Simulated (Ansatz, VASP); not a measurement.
GaN in VASP and in Ansatz

The input INCAR:

```
ALGO = Normal
EDIFF = 1E-6
ENCUT = 520
GGA = PE
ISIF = 2
ISMEAR = 0
LASPH = T
LCHARG = T
LELF = T
LREAL = F
LVHAR = T
LWAVE = F
NBANDS = 26
NELM = 60
PREC = Accurate
SIGMA = 0.01
```

KPOINTS

```
k-points
0
Gamma
  9 9 4
```

File POSCAR:

```
GaN
1.0
    3.1859209940      0.0000000000      0.0000000000
   -1.5929604970      2.7590885153      0.0000000000
    0.0000000000      0.0000000000      5.1898751691
Ga N
2 2
Direct
    0.3333333333      0.6666666667     -0.0008671783
    0.6666666667      0.3333333333      0.4991328217
    0.3333333333      0.6666666667      0.3758671783
    0.6666666667      0.3333333333      0.8758671783
```

Input for Ansatz:

```yaml
crystal:
  lattice:
    - [3.185920994, 0.0, 0.0]
    - [-1.592960497, 2.7590885153, 0.0]
    - [0.0, 0.0, 5.1898751691]
  atoms:
    - { symbol: Ga, position: [0.3333333333, 0.6666666667, -0.0008671783] }
    - { symbol: Ga, position: [0.6666666667, 0.3333333333, 0.4991328217] }
    - { symbol: "N", position: [0.3333333333, 0.6666666667, 0.3758671783] }
    - { symbol: "N", position: [0.6666666667, 0.3333333333, 0.8758671783] }
kpoints:
  mp_grid: { grid: [9, 9, 4] }
hamiltonian:
  xc: pbe
scf:
  occupations: { method: fixed }
  n_extra_bands: 5
output:
  forces: true
  stress: true
  eigenvalues: true
```

Alike in both runs: task single point; functional PBE; k mesh 9 × 9 × 4; no spin polarisation.

|  | VASP | Ansatz |
| --- | --- | --- |
| version | VASP 6.6.1 | Ansatz 0.2.0 |
| potentials or method | VASP PAW PBE potentials, release 64 (Ga_d, N) | plane waves, PAW |
| plane-wave cutoff (eV) | 520 | 420 |
| occupations | gaussian, width 0.01 eV | fixed |
| valence electrons in the cell | 36 | 36 |

VASP gave:

| Quantity | Value |
| --- | --- |
| gap on the k mesh at the Fermi level (eV) | 1.92 |
| pressure (GPa) | 5.7 |
| rms of the force components (eV/Å) | 0.003 |

Estimate Ansatz's values.

gap on the k mesh at the Fermi level (eV): 1.91; pressure (GPa): 5.6; rms of the force components (eV/Å): 0.003.

Atom by atom the forces differ by 0.000 eV/Å (rms over components).
